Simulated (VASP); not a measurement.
# Cr (Im-3m) in VASP: further runs

The runs below take Cr through single point, relaxation of cell and atoms, with PBE.

All numbers are computed with VASP 6.6.1; they aren't measurements. Logs are shortened: lines on timing, memory, paths and dates and some standing lists are left out, and cuts for length are marked.

## (1) The cell of the first run

The structure is cubic, space group Im-3m (No. 229). The conventional cell has a = 2.848 Å, b = 2.848 Å, c = 2.848 Å, α = 90.00°, β = 90.00°, γ = 90.00°. Cr (site symmetry m-3m) has 14 Cr at 2.47 to 2.85 Å within 3.3 Å.

## (2) Single point, PBE

The input, INCAR:

```
SYSTEM = Cr
PREC     = Accurate       ! precision mode
ENCUT    = 520            ! plane-wave cutoff, eV
EDIFF    = 1E-6           ! SCF threshold, eV
ISMEAR   = 0              ! smearing method
SIGMA    = 0.1            ! smearing width, eV
LREAL    = .FALSE.        ! projectors in reciprocal space
LASPH    = .TRUE.         ! aspherical terms in the spheres
NELM     = 100            ! most SCF steps
ALGO     = Normal         ! electronic algorithm
ISIF     = 2              ! what is computed and relaxed
LWAVE    = .FALSE.        ! write WAVECAR
LCHARG   = .TRUE.         ! write CHGCAR
GGA      = PE             ! functional
LELF     = .TRUE.         ! ELF
LVHAR    = .TRUE.       
NBANDS   = 12             ! bands
```

The input, KPOINTS:

```
Automatic mesh
0
G
  20 20 20
  0 0 0
```

The input, POSCAR:

```
Cr
1.0
   -1.4239150086      1.4239150086      1.4239150086
    1.4239150086     -1.4239150086      1.4239150086
    1.4239150086      1.4239150086     -1.4239150086
Cr
1
Direct
    0.0000000000      0.0000000000      0.0000000000
```

Potentials or basis: VASP PAW PBE potentials, release 64 (Cr_pv).

Launch:

```sh
> cat potpaw_PBE.64/Cr_pv/POTCAR > POTCAR
> mpirun -np 1 vasp_std > vasp.out
```

OUTCAR:

```text
SYSTEM = Cr
   PREC = Accurate
   ENCUT = 520
   EDIFF = 1E-6
   ISMEAR = 0
   LREAL = .FALSE.
   LASPH = .TRUE.
   NELM = 100
   ISIF = 2
   GGA = PE

 ion  position               nearest neighbor table
   1  0.000  0.000  0.000-

  LATTYP: Found a body centered cubic cell.
 ALAT       =     2.8478300172

  Lattice vectors:

 A1 = (  -1.4239150086,   1.4239150086,   1.4239150086)
 A2 = (   1.4239150086,  -1.4239150086,   1.4239150086)
 A3 = (   1.4239150086,   1.4239150086,  -1.4239150086)

Analysis of symmetry for initial positions (statically):
=====================================================================
 Subroutine PRICEL returns:
 Original cell was already a primitive cell.

 Routine SETGRP: Setting up the symmetry group for a
 body centered cubic supercell.

 Subroutine GETGRP returns: Found 48 space group operations
 (whereof 48 operations were pure point group operations)
 out of a pool of 48 trial point group operations.

The static configuration has the point symmetry O_h .

Analysis of symmetry for dynamics (positions and initial velocities):
=====================================================================
 Subroutine PRICEL returns:
 Original cell was already a primitive cell.

 Routine SETGRP: Setting up the symmetry group for a
 body centered cubic supercell.

 Subroutine GETGRP returns: Found 48 space group operations
 (whereof 48 operations were pure point group operations)
 out of a pool of 48 trial point group operations.

The dynamic configuration has the point symmetry O_h .

 Subroutine INISYM returns: Found 48 space group operations
 (whereof 48 operations are pure point group operations),
 and found     1 'primitive' translations

----------------------------------------------------------------------------------------

                                     Primitive cell

  volume of cell :      11.5481

  direct lattice vectors                    reciprocal lattice vectors
    -1.423915009  1.423915009  1.423915009     0.000000000  0.351144554  0.351144554
     1.423915009 -1.423915009  1.423915009     0.351144554  0.000000000  0.351144554
     1.423915009  1.423915009 -1.423915009     0.351144554  0.351144554  0.000000000

  length of vectors
     2.466293141  2.466293141  2.466293141     0.496593390  0.496593390  0.496593390

  position of ions in fractional coordinates (direct lattice)
     0.000000000  0.000000000  0.000000000

  ion indices of the primitive-cell ions
   primitive index   ion index
                 1           1

----------------------------------------------------------------------------------------

 KPOINTS: Automatic mesh

Automatic generation of k-mesh.
 Grid dimensions read from file:
 generate k-points for:   20   20   20

 Generating k-lattice:

  Cartesian coordinates                     Fractional coordinates (reciprocal lattice)
     0.000000000  0.017557228  0.017557228     0.050000000  0.000000000  0.000000000
     0.017557228  0.000000000  0.017557228     0.000000000  0.050000000  0.000000000
     0.017557228  0.017557228  0.000000000     0.000000000  0.000000000  0.050000000

  Length of vectors
     0.024829669  0.024829669  0.024829669

  Shift w.r.t. Gamma in fractional coordinates (k-lattice)
     0.000000000  0.000000000  0.000000000

 Subroutine IBZKPT returns following result:
 ===========================================

 Found    256 irreducible k-points:

 Following reciprocal coordinates:
            Coordinates               Weight
  0.000000  0.000000  0.000000      1.000000
  0.050000  0.000000  0.000000     12.000000
  0.100000  0.000000  0.000000     12.000000
  0.150000  0.000000  0.000000     12.000000
  0.200000  0.000000  0.000000     12.000000
  0.250000  0.000000  0.000000     12.000000
[... 16 lines left out ...]
  0.200000  0.100000 -0.000000     48.000000
  0.250000  0.100000 -0.000000     48.000000
 [... further k-points ...]
   k-points           NKPTS =    256   k-points in BZ     NKDIM =    256   number of bands    NBANDS=     12
   number of dos      NEDOS =    301   number of ions     NIONS =      1
   total plane-waves  NPLWV =   5832
   dimension x,y,z NGX =    18 NGY =   18 NGZ =   18
   dimension x,y,z NGXF=    36 NGYF=   36 NGZF=   36
   ions per type =               1
   NGX,Y,Z   is equivalent  to a cutoff of  12.13, 12.13, 12.13 a.u.
   NGXF,Y,Z  is equivalent  to a cutoff of  24.27, 24.27, 24.27 a.u.
 SYSTEM =  Cr
   PREC   = accura    normal or accurate (medium, high low for compatibility)
   ISTART =      0    job   : 0-new  1-cont  2-samecut
   ICHARG =      2    charge: 1-file 2-atom 10-const
   ISPIN  =      1    spin polarized calculation?
   LNONCOLLINEAR =      F non collinear calculations
   LSORBIT =      F    spin-orbit coupling
   LASPH  =      T    aspherical Exc in radial PAW
   ENCUT  =  520.0 eV  38.22 Ry    6.18 a.u.   4.59  4.59  4.59*2*pi/ulx,y,z
   NELM   =    100;   NELMIN=  2; NELMDL= -5     # of ELM steps
   EDIFF  = 0.1E-05   stopping-criterion for ELM
   LREAL  =      F    real-space projection
   EDIFFG = 0.1E-04   stopping-criterion for IOM
   NSW    =      0    number of steps for IOM
   IBRION =     -1    ionic relax: 0-MD 1-quasi-New 2-CG
   NFREE  =      0    steps in history (QN), initial steepest desc. (CG)
   ISIF   =      2    stress and relaxation
   ISYM   =      2    0-nonsym 1-usesym 2-fastsym
   POTIM  = 0.5000    time-step for ionic-motion
   TEBEG  =    0.0;   TEEND  =   0.0 temperature during run
   PSTRESS=    0.0 pullay stress
   NELECT =      12.0000    total number of electrons
   NUPDOWN=      -1.0000    fix difference up-down
   EMIN   =  10.00;   EMAX   =-10.00  energy-range for DOS
   EFERMI =   0.00;   METHOD = LEGACY
   ISMEAR =     0;   SIGMA  =   0.10  broadening in eV -4-tet -1-fermi 0-gaus
   EFERMI_NEDOS =   21; number of points for ismear=-14 and -15
   IALGO  =     38    algorithm
   IMIX   =      4    mixing-type and parameters
     AMIX     =   0.40;   BMIX     =  1.00
     AMIX_MAG =   1.60;   BMIX_MAG =  1.00
  volume/ion in A,a.u.               =      11.55        77.93
  Fermi-wavevector in a.u.,A,eV,Ry     =   1.658178  3.133502 37.409963  2.749555
  Thomas-Fermi vector in A             =   2.745804
   LORBIT       =      0    0 simple, 1 ext, 2 COOP (PROOUT), +10 PAW based schemes
   GGA     = PE    functional components
   LHFCALC =     F    Hartree Fock is set to
   AEXX    =    0.0000 exact exchange contribution
   IVDW    =     0    specifies the selected vdW correction
   LEPSILON=     F    determine dielectric tensor
   LRPA    =     F    only Hartree local field effects (RPA)
 non-spin polarized calculation
 Gauss-broadening in eV      SIGMA  =   0.10
  energy-cutoff  :      520.00
  volume of cell :       11.55
 maximum number of plane-waves:       322
   NGX =  9   NGY =  9   NGZ =  9

 number of electron      11.9999994 magnetization

 Free energy of the ion-electron system (eV)
  ---------------------------------------------------
  ext. energy  EPLUGINS =         0.00000000
  ---------------------------------------------------
  free energy    TOTEN  =        -9.51874460 eV

  energy without entropy =       -9.51530423  energy(sigma->0) =       -9.51702442

 E-fermi :  10.9944     XC(G=0): -13.6755

 val. band max:       10.9881343448   @ k =   0.4500   0.1000   0.0000
 cond. band min:      11.0046114606   @ k =  -0.1500   0.2000   0.1000
 fundamental gap:      0.0164771158
 Fermi energy:        10.9944164752

 k-point     1 :       0.0000    0.0000    0.0000
  band No.  band energies     occupation
      1     -31.7492      2.00000
      2     -31.7492      2.00000
      3     -31.7492      2.00000
      4       3.1184      2.00000
      5      10.0649      2.00000
      6      10.0649      2.00000
      7      10.0649      2.00000
      8      12.1194      0.00000
      9      12.1194      0.00000
     10      18.0825      0.00000
     11      33.2801      0.00000
     12      33.2801      0.00000

 k-point     2 :       0.0500    0.0000    0.0000
  band No.  band energies     occupation
      1     -31.7727      2.00000
      2     -31.7564      2.00000
      3     -31.7493      2.00000
      4       3.2286      2.00000
      5      10.0221      2.00000
      6      10.0583      2.00000
      7      10.1394      2.00000
      8      12.0705      0.00000
      9      12.1223      0.00000
     10      18.0825      0.00000
     11      33.0201      0.00000
     12      33.2515      0.00000

 k-point     3 :       0.1000    0.0000    0.0000
  band No.  band energies     occupation
      1     -31.8405      2.00000
      2     -31.7772      2.00000
      3     -31.7497      2.00000
      4       3.5519      2.00000
      5       9.8995      2.00000
      6      10.0284      2.00000
      7      10.3591      2.00000
      8      11.9499      0.00000
      9      12.1323      0.00000
     10      18.0824      0.00000
     11      32.2723      0.00000
     12      33.0953      0.00000

 k-point     4 :       0.1500    0.0000    0.0000
  band No.  band energies     occupation
      1     -31.9452      2.00000
      2     -31.8095      2.00000
      3     -31.7504      2.00000
      4       4.0639      2.00000
      5       9.7134      2.00000
      6       9.9536      2.00000
      7      10.7119      1.99994
      8      11.8249      0.00000
      9      12.1519      0.00000
     10      18.0823      0.00000
     11      31.0963      0.00000
     12      32.6626      0.00000

 k-point     5 :       0.2000    0.0000    0.0000
  band No.  band energies     occupation
      1     -32.0755      2.00000
      2     -31.8500      2.00000
      3     -31.7512      2.00000
      4       4.7170      2.00000
      5       9.4867      2.00000
      6       9.8353      2.00000
      7      11.1770      0.00981
      8      11.7643      0.00000
      9      12.1842      0.00000
     10      18.0821      0.00000
     11      29.5689      0.00000
     12      31.9143      0.00000
[... 228 lines left out ...]
      1     -32.0017      2.00000
      2     -31.8088      2.00000
      3     -31.7714      2.00000
      4       4.3605      2.00000
      5       9.6906      2.00000
      6       9.7770      2.00000
      7      10.9731      1.23720
      8      11.7168      0.00000
      9      12.2158      0.00000
     10      18.0822      0.00000
     11      30.7789      0.00000
     12      31.9056      0.00000

 k-point    22 :       0.1500    0.1000    0.0000
  band No.  band energies     occupation
      1     -32.1186      2.00000
      2     -31.8480      2.00000
      3     -31.7782      2.00000
      4       4.9972      2.00000
      5       9.4870      2.00000
      6       9.6171      2.00000
      7      11.4666      0.00000
      8      11.6424      0.00000
      9      12.2855      0.00000
     10      18.0820      0.00000
     11      29.5221      0.00000
     12      30.9288      0.00000

 k-point    23 :       0.2000    0.1000   -0.0000
  band No.  band energies     occupation
      1     -32.2444      2.00000
      2     -31.8974      2.00000
      3     -31.7816      2.00000
      4       5.6937      2.00000
      5       9.2459      2.00000
      6       9.5013      2.00000
      7      11.6507      0.00000
      8      12.0478      0.00000
      9      12.3674      0.00000
     10      18.0817      0.00000
     11      27.8837      0.00000
     12      30.0038      0.00000

 k-point    24 :       0.2500    0.1000   -0.0000
  band No.  band energies     occupation
      1     -32.3676      2.00000
      2     -31.9486      2.00000
      3     -31.7839      2.00000
      4       6.3089      2.00000
      5       9.0165      2.00000
      6       9.5369      2.00000
      7      11.7433      0.00000
      8      12.3977      0.00000
      9      12.7334      0.00000
     10      18.0813      0.00000
     11      26.0594      0.00000
     12      29.1705      0.00000

 [... further k-points ...]
[... 5 lines left out ...]
  --------------------------------------------------------------------------------------
  -------------------------------------------------------------------------------------
  Total       -0.0822360     -0.0822360     -0.0822360      0.0000000      0.0000000     -0.0000000
  in kB      -11.4093310    -11.4093310    -11.4093310      0.0000000      0.0000000     -0.0000000
  external PRESSURE =     -11.4093310 kB  Pullay stress =       0.0000000 kB

 VOLUME and BASIS-vectors are now :
 -----------------------------------------------------------------------------
  energy-cutoff  :      520.00
  volume of cell :       11.55
      direct lattice vectors                 reciprocal lattice vectors
    -1.423915009  1.423915009  1.423915009     0.000000000  0.351144554  0.351144554
     1.423915009 -1.423915009  1.423915009     0.351144554  0.000000000  0.351144554
     1.423915009  1.423915009 -1.423915009     0.351144554  0.351144554  0.000000000

 POSITION                                       TOTAL-FORCE (eV/Angst)
 -----------------------------------------------------------------------------------
      0.00000      0.00000      0.00000         0.000000     -0.000000      0.000000
 -----------------------------------------------------------------------------------
    total drift:                                0.000000      0.000000      0.000000

  FREE ENERGIE OF THE ION-ELECTRON SYSTEM (eV)
  ---------------------------------------------------
  free  energy   TOTEN  =        -9.5187445978 eV

  energy  without entropy=       -9.5153042328  energy(sigma->0) =       -9.51702442
```

Wall time 15 s (1 thread of Intel Xeon Platinum 8375C at 2.90GHz (Ice Lake), shared host); peak memory 0.14 GiB.

What came out:

```
Free energy            : -9.5187 eV
Pressure               : -1.1 GPa
Band gap on the k mesh : zero (band 6 reaches 13.42 eV, above the bottom of band 7 at 10.06 eV)
```

Levels at points of the mesh, in eV from the Fermi level:
```tsv
k point	band 2	band 3	band 4	band 5	band 6	band 7	band 8	band 9	band 10	band 11
(0.00, 0.00, 0.00)	-42.74	-42.74	-7.88	-0.93	-0.93	-0.93	1.12	1.12	7.09	22.29
(0.50, 0.00, 0.00)	-43.03	-42.75	-4.45	-2.48	1.10	1.12	1.46	2.82	7.08	9.91
(0.50, 0.50, 0.50)	-43.37	-43.37	-4.33	-4.33	2.43	2.43	2.43	7.08	10.59	10.59
```

Caveat: the run has no spin polarisation, though such a crystal can be magnetic. Spin polarisation is off, so any magnetic state and its effect on volume and gap are missing.

## (3) Relaxation of cell and atoms, PBE

The input, INCAR:

```
PREC = Accurate ; ENCUT = 600
EDIFF = 1E-6 ; ISMEAR = 0
SIGMA = 0.1 ; LREAL = F
LASPH = T ; NELM = 80
ALGO = Normal ; ISIF = 3
LWAVE = F ; LCHARG = F
GGA = PE ; IBRION = 2
NSW = 100 ; EDIFFG = -0.005
```

The input, KPOINTS:

```
regular mesh
0
Gamma
  20 20 20
```

The input, POSCAR:

```
Cr
1.0
   -1.4248462205      1.4248462205      1.4248462205
    1.4248462205     -1.4248462205      1.4248462205
    1.4248462205      1.4248462205     -1.4248462205
Cr
1
Direct
    0.0000000000      0.0000000000      0.0000000000
```

Potentials or basis: VASP PAW PBE potentials, release 64 (Cr_pv).

Launch:

```sh
> cat potpaw_PBE.64/Cr_pv/POTCAR > POTCAR
> mpirun -np 1 vasp_std > vasp.out
```

OUTCAR:

```text
PREC = Accurate
   ENCUT = 600
   EDIFF = 1E-6
   ISMEAR = 0
   LREAL = F
   LASPH = T
   NELM = 80
   ISIF = 3
   GGA = PE
   IBRION = 2
   NSW = 100
   EDIFFG = -0.005

 ion  position               nearest neighbor table
   1  0.000  0.000  0.000-

  LATTYP: Found a body centered cubic cell.
 ALAT       =     2.8496924410

  Lattice vectors:

 A1 = (  -1.4248462205,   1.4248462205,   1.4248462205)
 A2 = (   1.4248462205,  -1.4248462205,   1.4248462205)
 A3 = (   1.4248462205,   1.4248462205,  -1.4248462205)

Analysis of symmetry for initial positions (statically):
=====================================================================
 Subroutine PRICEL returns:
 Original cell was already a primitive cell.

[... 247 lines left out ...]

 E-fermi :  11.0248     XC(G=0): -13.6873

 val. band max:       11.0201007604   @ k =   0.4500   0.1000   0.0000
 cond. band min:      11.0339310240   @ k =  -0.1500   0.2000   0.1000
 fundamental gap:      0.0138302637
 Fermi energy:        11.0247907317

 k-point     1 :       0.0000    0.0000    0.0000
  band No.  band energies     occupation
      1     -31.7165      2.00000
      2     -31.7164      2.00000
      3     -31.7164      2.00000
      4       3.1407      2.00000
      5      10.0926      2.00000
      6      10.0926      2.00000
      7      10.0926      2.00000
      8      12.1525      0.00000
      9      12.1525      0.00000
     10      18.1170      0.00000
[... 287 lines left out ...]
 k-point    24 :       0.2500    0.1000    0.0000
  band No.  band energies     occupation
      1     -32.3391      2.00000
      2     -31.9172      2.00000
      3     -31.7515      2.00000
      4       6.3339      2.00000
      5       9.0410      2.00000
      6       9.5641      2.00000
      7      11.7754      0.00000
      8      12.4320      0.00000
      9      12.7691      0.00000
     10      18.1158      0.00000

 [... further k-points ...]
[... 5 lines left out ...]
  --------------------------------------------------------------------------------------
  -------------------------------------------------------------------------------------
  Total        0.0017752      0.0017752      0.0017752      0.0000000      0.0000000     -0.0000000
  in kB        0.2468134      0.2468134      0.2468134      0.0000000      0.0000000     -0.0000000
  external PRESSURE =       0.2468134 kB  Pullay stress =       0.0000000 kB
[... 16 lines left out ...]
  FREE ENERGIE OF THE ION-ELECTRON SYSTEM (eV)
  ---------------------------------------------------
  free  energy   TOTEN  =        -9.5186019437 eV

  energy  without entropy=       -9.5151722420  energy(sigma->0) =       -9.51688709

 reached required accuracy - stopping structural energy minimisation
```

Run time: 36 s. Hardware: 1 thread of Intel Xeon Platinum 8375C at 2.90GHz (Ice Lake), shared host; peak memory 0.16 GiB.

What came out:

* Free energy: -9.5186 eV
* Relaxed volume: 11.52 Å³/atom
* Relaxed cell: a = 2.465 Å, b = 2.465 Å, c = 2.465 Å, α = 109.47°, β = 109.47°, γ = 109.47°
* Space group after relaxing (to 0.05 Å): Im-3m (No. 229)
* Energy gained by relaxing: 0.2 meV/atom
* Ionic steps: 3
* Pressure after relaxing: 0.0 GPa
* Band gap on the k mesh: zero (band 6 reaches 13.46 eV, above the bottom of band 7 at 10.09 eV)

Step by step:
| step | energy change (eV) | largest force (eV/Å) | pressure (GPa) | volume (Å³) |
| --- | --- | --- | --- | --- |
| 1 | 0.0000 | 0.0000 | -1.07 | 11.57 |
| 2 | 0.0003 | 0.0000 | 1.86 | 11.44 |
| 3 | -0.0002 | 0.0000 | 0.02 | 11.52 |

Final structure:
```xyz
1
Lattice="-1.4229 1.4229 1.4229 1.4229 -1.4229 1.4229 1.4229 1.4229 -1.4229" Properties=species:S:1:pos:R:3 pbc="T T T"
Cr    0.0000    0.0000    0.0000
```

Caveat: the run has no spin polarisation, though such a crystal can be magnetic. Spin polarisation is off, so any magnetic state and its effect on volume and gap are missing.
